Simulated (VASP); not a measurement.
A run of VASP 6.6.1:

The input INCAR:

```
SYSTEM = HfB2
PREC = Accurate ; ENCUT = 520
EDIFF = 1E-6 ; ISMEAR = -1
SIGMA = 0.05 ; LREAL = .False.
LASPH = .True. ; NELM = 100
ALGO = Normal ; ISIF = 2
LWAVE = .False. ; LCHARG = .False.
GGA = PE ; NBANDS = 15
```

File KPOINTS:

```
regular mesh
0
Gamma
  13 13 11
  0 0 0
```

The input POSCAR:

```
HfB2
1.0
    3.1400001005     -0.0314000010     -0.0314000010
   -1.5971932488      2.7350198554     -0.0114931980
   -0.0348000000     -0.0348000000      3.4800000000
Hf B
1 2
Direct
    0.0000000000      0.0000000000      0.0000000000
    0.3333333333      0.6666666667      0.5000000000
    0.6666666667      0.3333333333      0.5000000000
```

Potentials or basis: VASP PAW PBE potentials, release 64 (Hf_pv, B).

Command:

```console
$ cat potpaw_PBE.64/Hf_pv/POTCAR potpaw_PBE.64/B/POTCAR > POTCAR
$ mpirun -np 1 vasp_std > vasp.out
```

Hardware: 1 thread of Intel Xeon 8259CL (shared host).

Q: How long does it take, and how much memory?

A: Wall time 8.3 min on 1 thread of Intel Xeon 8259CL, on a shared host, peak memory 0.5 GiB. Counts: scf iterations 13, k points 930.
